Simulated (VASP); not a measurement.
# RbBr in VASP: a series of runs

Aim: see how the results for RbBr move with the level of theory and the settings. Levels: HSE06, PBE. Tasks: single point.

Everything below comes from runs of VASP 6.6.1. Logs are shortened: lines on timing, memory, paths and dates and some standing lists are left out, and cuts for length are marked.

### Step 1. The cell of the first run

It takes space group Fm-3m (No. 225, cubic). Conventional cell: a = 6.714 Å, b = 6.714 Å, c = 6.714 Å, α = 90.00°, β = 90.00°, γ = 90.00°. Rb (site symmetry m-3m) has 6 Br at 3.36 Å within 4.4 Å. Within 4.4 Å of Br (site symmetry m-3m) lie 6 Rb at 3.36 Å.

### Step 2. Single point, HSE06 (strain -3.0%)

Input file POSCAR:

```
RbBr
1.0
    0.0000000000      3.3570011165      3.3570011165
    3.3570011165      0.0000000000      3.3570011165
    3.3570011165      3.3570011165      0.0000000000
Rb Br
1 1
Direct
    0.0000000000      0.0000000000      0.0000000000
    0.5000000000      0.5000000000      0.5000000000
```

Input file INCAR.step1:

```
SYSTEM = RbBr
ALGO = Normal
EDIFF = 1E-5
ENCUT = 520
GGA = PE
ISIF = 2
ISMEAR = 0
LASPH = .TRUE.
LREAL = .FALSE.
LWAVE = .TRUE.
NBANDS = 15
NELM = 80
PREC = Accurate
SIGMA = 0.01
```

Input file INCAR.step2:

```
SYSTEM = RbBr
ALGO = Normal
EDIFF = 1E-6
ENCUT = 520
GGA = PE
HFSCREEN = 0.2079
ISIF = 2
ISMEAR = 0
ISTART = 1
LASPH = .TRUE.
LCHARG = .TRUE.
LELF = .TRUE.
LHFCALC = .TRUE.
LREAL = .FALSE.
LVHAR = .TRUE.
LWAVE = .FALSE.
NBANDS = 15
NELM = 80
PREC = Accurate
PRECFOCK = Normal
SIGMA = 0.01
```

Input file KPOINTS:

```
k-points
0
G
  4 4 4
  0 0 0
```

Potentials or basis: VASP PAW PBE potentials, release 64 (Rb_sv, Br).

Run with:

```bash
$ cat potpaw_PBE.64/Rb_sv/POTCAR potpaw_PBE.64/Br/POTCAR > POTCAR
$ cp INCAR.step1 INCAR
$ mpirun -np 1 vasp_std > vasp.out
$ cp INCAR.step2 INCAR
$ mpirun -np 1 vasp_std > vasp.out
```

OUTCAR:

```text
SYSTEM = RbBr
   EDIFF = 1E-6
   ENCUT = 520
   GGA = PE
   HFSCREEN = 0.2079
   ISIF = 2
   ISMEAR = 0
   ISTART = 1
   LASPH = .TRUE.
   LHFCALC = .TRUE.
   LREAL = .FALSE.
   NELM = 80
   PREC = Accurate
   PRECFOCK = Normal

 ion  position               nearest neighbor table
   1  0.000  0.000  0.000-   2 3.36   2 3.36   2 3.36   2 3.36   2 3.36   2 3.36
   2  0.500  0.500  0.500-   1 3.36   1 3.36   1 3.36   1 3.36   1 3.36   1 3.36

  LATTYP: Found a face centered cubic cell.
 ALAT       =     6.7140022330

  Lattice vectors:

 A1 = (   0.0000000000,   3.3570011165,   3.3570011165)
 A2 = (   3.3570011165,   0.0000000000,   3.3570011165)
 A3 = (   3.3570011165,   3.3570011165,   0.0000000000)

Analysis of symmetry for initial positions (statically):
=====================================================================
 Subroutine PRICEL returns:
 Original cell was already a primitive cell.

 Routine SETGRP: Setting up the symmetry group for a
 face centered cubic supercell.

 Subroutine GETGRP returns: Found 48 space group operations
 (whereof 48 operations were pure point group operations)
 out of a pool of 48 trial point group operations.

The static configuration has the point symmetry O_h .

Analysis of symmetry for dynamics (positions and initial velocities):
=====================================================================
 Subroutine PRICEL returns:
 Original cell was already a primitive cell.

 Routine SETGRP: Setting up the symmetry group for a
 face centered cubic supercell.

 Subroutine GETGRP returns: Found 48 space group operations
 (whereof 48 operations were pure point group operations)
 out of a pool of 48 trial point group operations.

The dynamic configuration has the point symmetry O_h .

 Subroutine INISYM returns: Found 48 space group operations
 (whereof 48 operations are pure point group operations),
 and found     1 'primitive' translations

----------------------------------------------------------------------------------------

                                     Primitive cell

  volume of cell :      75.6632

  direct lattice vectors                    reciprocal lattice vectors
     0.000000000  3.357001117  3.357001117    -0.148942459  0.148942459  0.148942459
     3.357001117  0.000000000  3.357001117     0.148942459 -0.148942459  0.148942459
     3.357001117  3.357001117  0.000000000     0.148942459  0.148942459 -0.148942459

  length of vectors
     4.747516508  4.747516508  4.747516508     0.257975906  0.257975906  0.257975906
[... 83 lines left out ...]
     AMIX     =   0.40;   BMIX     =  1.00
     AMIX_MAG =   1.60;   BMIX_MAG =  1.00
  volume/ion in A,a.u.               =      37.83       255.30
  Fermi-wavevector in a.u.,A,eV,Ry     =   0.975334  1.843114 12.942900  0.951276
  Thomas-Fermi vector in A             =   2.105865
   LORBIT       =      0    0 simple, 1 ext, 2 COOP (PROOUT), +10 PAW based schemes
   GGA     = PE    functional components
   LHFCALC =     T    Hartree Fock is set to
   PRECFOCK=normal    Normal, Fast or Accurate (Low or Medium for compatibility)
   ENCUT4O =  -1.0   cutoff for four orbital integrals eV
   NKREDX  =     1    reduce k-point grid by
   NKREDY  =     1    reduce k-point grid by
   NKREDZ  =     1    reduce k-point grid by
   AEXX    =    0.2500 exact exchange contribution
   HFSCREEN=    0.2079 screening length (either q_TF or 0.3 A-1)
   HFSCREENC=   0.2079 screening length for correlation (either q_TF or 0.3 A-1)
   ENCUTFOCK=  -1.0 apply spherical cutoff to Coloumb kernel
   IVDW    =     0    specifies the selected vdW correction
   LEPSILON=     F    determine dielectric tensor
   LRPA    =     F    only Hartree local field effects (RPA)
 non-spin polarized calculation
 Gauss-broadening in eV      SIGMA  =   0.01
  energy-cutoff  :      520.00
  volume of cell :       75.66
 maximum number of plane-waves:      2085
  NGX = 28; NGY = 28; NGZ = 28

 number of electron      16.0000002 magnetization

 Free energy of the ion-electron system (eV)
  ---------------------------------------------------
  ext. energy  EPLUGINS =         0.00000000
  ---------------------------------------------------
  free energy    TOTEN  =        -7.02431607 eV

  energy without entropy =       -7.02431607  energy(sigma->0) =       -7.02431607

 E-fermi :  -2.3296     XC(G=0):  -6.2753

 val. band max:       -2.3846530697   @ k =   0.0000   0.0000   0.0000
 cond. band min:       3.3150806352   @ k =   0.0000   0.0000   0.0000
 fundamental gap:      5.6997337049
 Fermi energy:        -2.3296257648

 k-point     1 :       0.0000    0.0000    0.0000
  band No.  band energies     occupation
      1     -28.3487      2.00000
      2     -15.6584      2.00000
      3     -11.2692      2.00000
      4     -11.2692      2.00000
      5     -11.2692      2.00000
      6      -2.3847      2.00000
      7      -2.3847      2.00000
      8      -2.3847      2.00000
      9       3.3151      0.00000
     10       6.1775      0.00000
     11       6.1775      0.00000
     12       6.1775      0.00000
     13       7.1946      0.00000
     14       7.1946      0.00000
[... 113 lines left out ...]
      2     -15.6252      2.00000
      3     -11.4411      2.00000
      4     -11.4411      2.00000
      5     -11.2332      2.00000
      6      -2.9679      2.00000
      7      -2.7650      2.00000
      8      -2.7650      2.00000
      9       5.9688      0.00000
     10       5.9688      0.00000
     11       7.4862      0.00000
     12       7.9106      0.00000
     13      10.2977      0.00000
     14      10.3504      0.00000
     15      10.4965      0.00000

------------------------ aborting loop because EDIFF is reached ----------------------------------------

  FORCE on cell =-STRESS in cart. coord.  units (eV):
  Direction    XX          YY          ZZ          XY          YZ          ZX
  --------------------------------------------------------------------------------------
  -------------------------------------------------------------------------------------
  Total        0.9149553      0.9149553      0.9149553     -0.0000000     -0.0000000      0.0000000
  in kB       19.3743000     19.3743000     19.3743000     -0.0000000     -0.0000000      0.0000000
  external PRESSURE =      19.3743000 kB  Pullay stress =       0.0000000 kB

 VOLUME and BASIS-vectors are now :
 -----------------------------------------------------------------------------
  energy-cutoff  :      520.00
  volume of cell :       75.66
      direct lattice vectors                 reciprocal lattice vectors
     0.000000000  3.357001117  3.357001117    -0.148942459  0.148942459  0.148942459
     3.357001117  0.000000000  3.357001117     0.148942459 -0.148942459  0.148942459
     3.357001117  3.357001117  0.000000000     0.148942459  0.148942459 -0.148942459

 POSITION                                       TOTAL-FORCE (eV/Angst)
 -----------------------------------------------------------------------------------
      0.00000      0.00000      0.00000        -0.000000     -0.000000     -0.000000
      3.35700      3.35700      3.35700         0.000000      0.000000      0.000000
 -----------------------------------------------------------------------------------
    total drift:                               -0.000000     -0.000000     -0.000000

  FREE ENERGIE OF THE ION-ELECTRON SYSTEM (eV)
  ---------------------------------------------------
  free  energy   TOTEN  =        -7.0243160696 eV

  energy  without entropy=       -7.0243160696  energy(sigma->0) =       -7.02431607
```

OSZICAR.step1:

```text
N       E                     dE             d eps       ncg     rms          rms(c)
DAV:   1     0.832665051951E+02    0.83267E+02   -0.69573E+03   240   0.944E+02
DAV:   2    -0.856582622371E+00   -0.84123E+02   -0.77278E+02   325   0.169E+02
DAV:   3    -0.608987086411E+01   -0.52333E+01   -0.52100E+01   310   0.440E+01
DAV:   4    -0.625274040355E+01   -0.16287E+00   -0.16284E+00   367   0.678E+00
DAV:   5    -0.625374170890E+01   -0.10013E-02   -0.10013E-02   303   0.546E-01    0.329E+00
DAV:   6    -0.605165894993E+01    0.20208E+00   -0.25037E-01   310   0.236E+00    0.221E+00
DAV:   7    -0.603754480145E+01    0.14114E-01   -0.12164E-01   324   0.175E+00    0.104E+00
DAV:   8    -0.604805816972E+01   -0.10513E-01   -0.12158E-02   262   0.667E-01    0.999E-02
DAV:   9    -0.604843042822E+01   -0.37226E-03   -0.45910E-04   331   0.114E-01    0.670E-02
DAV:  10    -0.604884135818E+01   -0.41093E-03   -0.56496E-04   254   0.127E-01    0.247E-02
DAV:  11    -0.604884279176E+01   -0.14336E-05   -0.28320E-05   296   0.285E-02
   1 F= -.60488428E+01 E0= -.60488428E+01  d E =-.180107E-51
```

Wall time 11 min (1 thread of Intel Xeon Platinum 8488C (Sapphire Rapids), shared host); peak memory 0.32 GiB.

What came out:

* Free energy: -7.0243 eV
* Pressure: 1.9 GPa
* Band gap on the k mesh: 5.70 eV

Caveat: the cell differs from its parent crystal (strain -3.0%); the PAW data sets were made with another functional, which shifts forces and pressure a little.

[end of part 1 of 2]
